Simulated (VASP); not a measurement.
A run of VASP 6.6.1:

INCAR

```
ALGO     = Normal         # electronic algorithm
EDIFF    = 1E-8           # SCF threshold, eV
ENCUT    = 520            # plane-wave cutoff, eV
GGA      = PS             # functional
ISIF     = 2              # what is computed and relaxed
ISMEAR   = -1             # smearing method
LASPH    = True           # aspherical terms in the spheres
LCHARG   = False          # write CHGCAR
LEFG     = True         
LREAL    = False          # projectors in reciprocal space
LWAVE    = False          # write WAVECAR
NBANDS   = 8              # bands
NELM     = 100            # most SCF steps
PREC     = Accurate       # precision mode
SIGMA    = 0.05           # smearing width, eV
```

The input KPOINTS:

```
k-points
0
Gamma
  12 12 12
```

POSCAR

```
Sb
1.0
   -0.0691500000      2.2704250000      2.2704250000
    2.2704250000     -0.0691500000      2.2704250000
    2.2704250000      2.2704250000     -0.0691500000
Sb
1
Direct
    0.0000000000      0.0000000000      0.0000000000
```

Potentials or basis: VASP PAW PBE potentials, release 64 (Sb).

The run is started by

```bash
$ cat potpaw_PBE.64/Sb/POTCAR > POTCAR
$ mpirun -np 1 vasp_std > vasp.out
```

Hardware: 1 thread of Intel Xeon 6975P-C (shared host).

Task: How long does it take, and how much memory?

Result: Wall time 14 s on 1 thread of Intel Xeon 6975P-C, with other jobs on the host, peak memory 0.16 GiB. Counts: scf iterations 12, k points 189.
